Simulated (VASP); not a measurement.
# TiTe2 (P-3m1) in VASP: single point with LDA

Aim: the single point of TiTe2 with LDA.

Everything below comes from runs of VASP 6.6.1. Logs are shortened: lines on timing, memory, paths and dates and some standing lists are left out, and cuts for length are marked.

### 1 The cell of the first run

It takes space group P-3m1 (No. 164, trigonal). Conventional cell: a = 3.777 Å, b = 3.777 Å, c = 6.498 Å, α = 90.00°, β = 90.00°, γ = 120.00°. Ti (site symmetry -3m) has 6 Te at 2.77 Å within 3.7 Å. Te (site symmetry 3m) has 3 Ti at 2.77 Å within 3.7 Å.

### 2 Single point, LDA

Input file INCAR:

```
PREC = Accurate
ENCUT = 520
EDIFF = 1E-6
ISMEAR = 0
SIGMA = 0.1
LREAL = F
LASPH = T
NELM = 80
ALGO = Normal
ISIF = 2
LWAVE = F
LCHARG = F
NBANDS = 19
```

Input file KPOINTS:

```
regular mesh
0
Gamma
  6 6 4
```

Input file POSCAR:

```
TiTe2
1.0
    3.7770000000      0.0000000000      0.0000000000
   -1.8885000000      3.2709779501      0.0000000000
    0.0000000000      0.0000000000      6.4980000000
Ti Te
1 2
Direct
    0.0000000000      0.0000000000      0.0000000000
    0.6666666667      0.3333333333      0.2628000000
    0.3333333333      0.6666666667      0.7372000000
```

Potentials or basis: VASP PAW LDA potentials, release 64 (Ti_sv, Te).

Run with:

```bash
cat potpaw_LDA.64/Ti_sv/POTCAR potpaw_LDA.64/Te/POTCAR > POTCAR
mpirun -np 1 vasp_std > vasp.out
```

OUTCAR:

```text
PREC = Accurate
   ENCUT = 520
   EDIFF = 1E-6
   ISMEAR = 0
   LREAL = F
   LASPH = T
   NELM = 80
   ISIF = 2

 ion  position               nearest neighbor table
   1  0.000  0.000  0.000-   2 2.77   3 2.77   2 2.77   3 2.77   2 2.77   3 2.77
   2  0.667  0.333  0.263-   1 2.77   1 2.77   1 2.77
   3  0.333  0.667  0.737-   1 2.77   1 2.77   1 2.77

  LATTYP: Found a hexagonal cell.
 ALAT       =     3.7770000000
 C/A-ratio  =     1.7204130262

  Lattice vectors:

 A1 = (   3.7770000000,   0.0000000000,   0.0000000000)
 A2 = (  -1.8885000000,   3.2709779501,   0.0000000000)
 A3 = (   0.0000000000,   0.0000000000,   6.4980000000)

Analysis of symmetry for initial positions (statically):
=====================================================================
 Subroutine PRICEL returns:
 Original cell was already a primitive cell.

 Routine SETGRP: Setting up the symmetry group for a
 hexagonal supercell.

 Subroutine GETGRP returns: Found 12 space group operations
 (whereof 12 operations were pure point group operations)
 out of a pool of 24 trial point group operations.

The static configuration has the point symmetry D_3d.

Analysis of symmetry for dynamics (positions and initial velocities):
=====================================================================
 Subroutine PRICEL returns:
 Original cell was already a primitive cell.

 Routine SETGRP: Setting up the symmetry group for a
 hexagonal supercell.

 Subroutine GETGRP returns: Found 12 space group operations
 (whereof 12 operations were pure point group operations)
 out of a pool of 24 trial point group operations.

The dynamic configuration has the point symmetry D_3d.

 Subroutine INISYM returns: Found 12 space group operations
 (whereof 12 operations are pure point group operations),
 and found     1 'primitive' translations

----------------------------------------------------------------------------------------

                                     Primitive cell

  volume of cell :      80.2794

  direct lattice vectors                    reciprocal lattice vectors
     3.777000000  0.000000000  0.000000000     0.264760392  0.152859484  0.000000000
    -1.888500000  3.270977950  0.000000000     0.000000000  0.305718967  0.000000000
     0.000000000  0.000000000  6.498000000     0.000000000  0.000000000  0.153893506

  length of vectors
     3.777000000  3.777000000  6.498000000     0.305718967  0.305718967  0.153893506

  position of ions in fractional coordinates (direct lattice)
     0.000000000  0.000000000  0.000000000
     0.666666667  0.333333333  0.262800000
     0.333333333  0.666666667  0.737200000

  ion indices of the primitive-cell ions
   primitive index   ion index
                 1           1
                 2           2
                 3           3

----------------------------------------------------------------------------------------

 KPOINTS: regular mesh

Automatic generation of k-mesh.
 Grid dimensions read from file:
 generate k-points for:    6    6    4

 Generating k-lattice:

  Cartesian coordinates                     Fractional coordinates (reciprocal lattice)
     0.044126732  0.025476581  0.000000000     0.166666667 -0.000000000  0.000000000
     0.000000000  0.050953161  0.000000000     0.000000000  0.166666667  0.000000000
     0.000000000  0.000000000  0.038473376     0.000000000  0.000000000  0.250000000

  Length of vectors
     0.050953161  0.050953161  0.038473376

  Shift w.r.t. Gamma in fractional coordinates (k-lattice)
     0.000000000  0.000000000  0.000000000

 Subroutine IBZKPT returns following result:
 ===========================================

 Found     24 irreducible k-points:

 Following reciprocal coordinates:
            Coordinates               Weight
  0.000000  0.000000  0.000000      1.000000
  0.166667  0.000000  0.000000      6.000000
  0.333333  0.000000  0.000000      6.000000
  0.500000 -0.000000  0.000000      3.000000
  0.166667  0.166667  0.000000      6.000000
  0.333333  0.166667  0.000000     12.000000
[... 16 lines left out ...]
  0.333333  0.166667  0.500000     12.000000
  0.333333  0.333333  0.500000      2.000000
   k-points           NKPTS =     24   k-points in BZ     NKDIM =     24   number of bands    NBANDS=     19
   number of dos      NEDOS =    301   number of ions     NIONS =      3
   total plane-waves  NPLWV =  37632
   dimension x,y,z NGX =    28 NGY =   28 NGZ =   48
   dimension x,y,z NGXF=    56 NGYF=   56 NGZF=   96
   ions per type =               1   2
   NGX,Y,Z   is equivalent  to a cutoff of  12.32, 12.32, 12.28 a.u.
   NGXF,Y,Z  is equivalent  to a cutoff of  24.65, 24.65, 24.56 a.u.
 SYSTEM =  unknown system
   PREC   = accura    normal or accurate (medium, high low for compatibility)
   ISTART =      0    job   : 0-new  1-cont  2-samecut
   ICHARG =      2    charge: 1-file 2-atom 10-const
   ISPIN  =      1    spin polarized calculation?
   LNONCOLLINEAR =      F non collinear calculations
   LSORBIT =      F    spin-orbit coupling
   LASPH  =      T    aspherical Exc in radial PAW
   ENCUT  =  520.0 eV  38.22 Ry    6.18 a.u.   7.02  7.02 12.08*2*pi/ulx,y,z
   NELM   =     80;   NELMIN=  2; NELMDL= -5     # of ELM steps
   EDIFF  = 0.1E-05   stopping-criterion for ELM
   LREAL  =      F    real-space projection
   EDIFFG = 0.1E-04   stopping-criterion for IOM
   NSW    =      0    number of steps for IOM
   IBRION =     -1    ionic relax: 0-MD 1-quasi-New 2-CG
   NFREE  =      0    steps in history (QN), initial steepest desc. (CG)
   ISIF   =      2    stress and relaxation
   ISYM   =      2    0-nonsym 1-usesym 2-fastsym
   POTIM  = 0.5000    time-step for ionic-motion
   TEBEG  =    0.0;   TEEND  =   0.0 temperature during run
   PSTRESS=    0.0 pullay stress
   NELECT =      24.0000    total number of electrons
   NUPDOWN=      -1.0000    fix difference up-down
   EMIN   =  10.00;   EMAX   =-10.00  energy-range for DOS
   EFERMI =   0.00;   METHOD = LEGACY
   ISMEAR =     0;   SIGMA  =   0.10  broadening in eV -4-tet -1-fermi 0-gaus
   EFERMI_NEDOS =   21; number of points for ismear=-14 and -15
   IALGO  =     38    algorithm
   IMIX   =      4    mixing-type and parameters
     AMIX     =   0.40;   BMIX     =  1.00
     AMIX_MAG =   1.60;   BMIX_MAG =  1.00
  volume/ion in A,a.u.               =      26.76       180.58
  Fermi-wavevector in a.u.,A,eV,Ry     =   1.094655  2.068597 16.303438  1.198269
  Thomas-Fermi vector in A             =   2.230964
   LORBIT       =      0    0 simple, 1 ext, 2 COOP (PROOUT), +10 PAW based schemes
   GGA     = CA    functional components
   LHFCALC =     F    Hartree Fock is set to
   AEXX    =    0.0000 exact exchange contribution
   IVDW    =     0    specifies the selected vdW correction
   LEPSILON=     F    determine dielectric tensor
   LRPA    =     F    only Hartree local field effects (RPA)
 non-spin polarized calculation
 Gauss-broadening in eV      SIGMA  =   0.10
  energy-cutoff  :      520.00
  volume of cell :       80.28
 maximum number of plane-waves:      2181
   NGX = 13   NGY = 13   NGZ = 25

 number of electron      23.9999998 magnetization

 Free energy of the ion-electron system (eV)
  ---------------------------------------------------
  ext. energy  EPLUGINS =         0.00000000
  ---------------------------------------------------
  free energy    TOTEN  =       -18.27280855 eV

  energy without entropy =      -18.26595723  energy(sigma->0) =      -18.26938289

 E-fermi :   6.6116     XC(G=0): -10.0937

 val. band max:        6.5848103600   @ k =   0.5000  -0.0000   0.2500
 cond. band min:       6.6486761511   @ k =   0.5000  -0.0000   0.0000
 fundamental gap:      0.0638657911
 Fermi energy:         6.6115544420

 k-point     1 :       0.0000    0.0000    0.0000
  band No.  band energies     occupation
      1     -50.1011      2.00000
      2     -26.7404      2.00000
      3     -26.7404      2.00000
      4     -26.7158      2.00000
      5      -5.7643      2.00000
      6      -4.2700      2.00000
[... 11 lines left out ...]
     18      11.7409      0.00000
     19      12.4562      0.00000

 k-point     2 :       0.1667    0.0000    0.0000
  band No.  band energies     occupation
      1     -50.1003      2.00000
      2     -26.7515      2.00000
      3     -26.7430      2.00000
      4     -26.7132      2.00000
      5      -5.4645      2.00000
      6      -4.1221      2.00000
[... 11 lines left out ...]
     18      12.7269      0.00000
     19      13.4934      0.00000

 k-point     3 :       0.3333    0.0000    0.0000
  band No.  band energies     occupation
      1     -50.0987      2.00000
      2     -26.7734      2.00000
      3     -26.7480      2.00000
      4     -26.7081      2.00000
      5      -4.6903      2.00000
      6      -3.8282      2.00000
[... 11 lines left out ...]
     18      12.1300      0.00000
     19      12.4960      0.00000

 k-point     4 :       0.5000   -0.0000    0.0000
  band No.  band energies     occupation
      1     -50.0979      2.00000
      2     -26.7843      2.00000
      3     -26.7505      2.00000
      4     -26.7055      2.00000
      5      -4.0179      2.00000
      6      -3.8311      2.00000
[... 11 lines left out ...]
     18      11.9751      0.00000
     19      12.2268      0.00000

 k-point     5 :       0.1667    0.1667    0.0000
  band No.  band energies     occupation
      1     -50.0991      2.00000
      2     -26.7658      2.00000
      3     -26.7489      2.00000
      4     -26.7094      2.00000
      5      -4.9234      2.00000
      6      -3.8918      2.00000
[... 11 lines left out ...]
     18      12.7537      0.00000
     19      13.6604      0.00000

 k-point     6 :       0.3333    0.1667    0.0000
  band No.  band energies     occupation
      1     -50.0979      2.00000
      2     -26.7786      2.00000
      3     -26.7563      2.00000
      4     -26.7055      2.00000
      5      -4.1429      2.00000
      6      -3.7165      2.00000
[... 11 lines left out ...]
     18      11.4391      0.00000
     19      13.5561      0.00000

 k-point     7 :       0.3333    0.3333    0.0000
  band No.  band energies     occupation
      1     -50.0975      2.00000
      2     -26.7708      2.00000
      3     -26.7708      2.00000
      4     -26.7043      2.00000
      5      -3.7416      2.00000
      6      -3.7416      2.00000
[... 11 lines left out ...]
     18      10.5336      0.00000
     19      14.7965      0.00000

 k-point     8 :       0.0000    0.0000    0.2500
  band No.  band energies     occupation
      1     -50.1012      2.00000
      2     -26.7405      2.00000
      3     -26.7405      2.00000
      4     -26.7158      2.00000
      5      -5.6035      2.00000
      6      -4.5622      2.00000
[... 256 lines left out ...]
 k-point    20 :       0.3333    0.0000    0.5000
  band No.  band energies     occupation
      1     -50.0987      2.00000
      2     -26.7734      2.00000
      3     -26.7480      2.00000
      4     -26.7081      2.00000
      5      -4.3533      2.00000
      6      -4.2344      2.00000
[... 11 lines left out ...]
     18      11.5182      0.00000
     19      11.9059      0.00000

 k-point    21 :       0.5000   -0.0000    0.5000
  band No.  band energies     occupation
      1     -50.0979      2.00000
      2     -26.7843      2.00000
      3     -26.7505      2.00000
      4     -26.7055      2.00000
      5      -4.0414      2.00000
      6      -3.7732      2.00000
[... 11 lines left out ...]
     18      10.7595      0.00000
     19      11.2324      0.00000

 k-point    22 :       0.1667    0.1667    0.5000
  band No.  band energies     occupation
      1     -50.0991      2.00000
      2     -26.7658      2.00000
      3     -26.7489      2.00000
      4     -26.7094      2.00000
      5      -4.4757      2.00000
      6      -4.4525      2.00000
[... 11 lines left out ...]
     18      13.0364      0.00000
     19      13.3194      0.00000

 k-point    23 :       0.3333    0.1667    0.5000
  band No.  band energies     occupation
      1     -50.0979      2.00000
      2     -26.7786      2.00000
      3     -26.7563      2.00000
      4     -26.7055      2.00000
      5      -4.0041      2.00000
      6      -3.8524      2.00000
[... 11 lines left out ...]
     18      11.7825      0.00000
     19      12.2161      0.00000

 k-point    24 :       0.3333    0.3333    0.5000
  band No.  band energies     occupation
      1     -50.0975      2.00000
      2     -26.7708      2.00000
      3     -26.7708      2.00000
      4     -26.7042      2.00000
      5      -3.7336      2.00000
      6      -3.7336      2.00000
[... 11 lines left out ...]
     18      12.3004      0.00000
     19      12.3004      0.00000

------------------------ aborting loop because EDIFF is reached ----------------------------------------

  FORCE on cell =-STRESS in cart. coord.  units (eV):
  Direction    XX          YY          ZZ          XY          YZ          ZX
  --------------------------------------------------------------------------------------
  -------------------------------------------------------------------------------------
  Total       -2.0313840     -2.0313840     -2.1167646     -0.0000000     -0.0000000     -0.0000000
  in kB      -40.5413593    -40.5413593    -42.2453428     -0.0000000     -0.0000000     -0.0000000
  external PRESSURE =     -41.1093538 kB  Pullay stress =       0.0000000 kB

 VOLUME and BASIS-vectors are now :
 -----------------------------------------------------------------------------
  energy-cutoff  :      520.00
  volume of cell :       80.28
      direct lattice vectors                 reciprocal lattice vectors
     3.777000000  0.000000000  0.000000000     0.264760392  0.152859484  0.000000000
    -1.888500000  3.270977950  0.000000000     0.000000000  0.305718967  0.000000000
     0.000000000  0.000000000  6.498000000     0.000000000  0.000000000  0.153893506

 POSITION                                       TOTAL-FORCE (eV/Angst)
 -----------------------------------------------------------------------------------
      0.00000      0.00000      0.00000        -0.000000      0.000000      0.000000
      1.88850      1.09033      1.70767         0.000000     -0.000000     -0.333381
     -0.00000      2.18065      4.79033        -0.000000      0.000000      0.333381
 -----------------------------------------------------------------------------------
    total drift:                                0.000000     -0.000000      0.000000

  FREE ENERGIE OF THE ION-ELECTRON SYSTEM (eV)
  ---------------------------------------------------
  free  energy   TOTEN  =       -18.2728085489 eV

  energy  without entropy=      -18.2659572271  energy(sigma->0) =      -18.26938289
```

Wall time 32 s (1 thread of Intel Xeon Platinum 8259CL at 2.50GHz (Skylake/Cascade Lake), shared host); peak memory 0.17 GiB.

What came out:

| Quantity | Value |
| --- | --- |
| Free energy | -18.2728 eV |
| Pressure | -4.1 GPa |
| Largest force | 0.333 eV/Å |
| Band gap on the k mesh | zero (band 12 reaches 7.02 eV, above the bottom of band 13 at 6.35 eV) |

Forces in eV/Å, atoms in the order of the input:
```
Ti   0.000  0.000  0.000
Te   0.000  0.000 -0.333
Te   0.000  0.000  0.333
```

Caveat: spin-orbit coupling is left out, which moves the levels of the heavy elements.
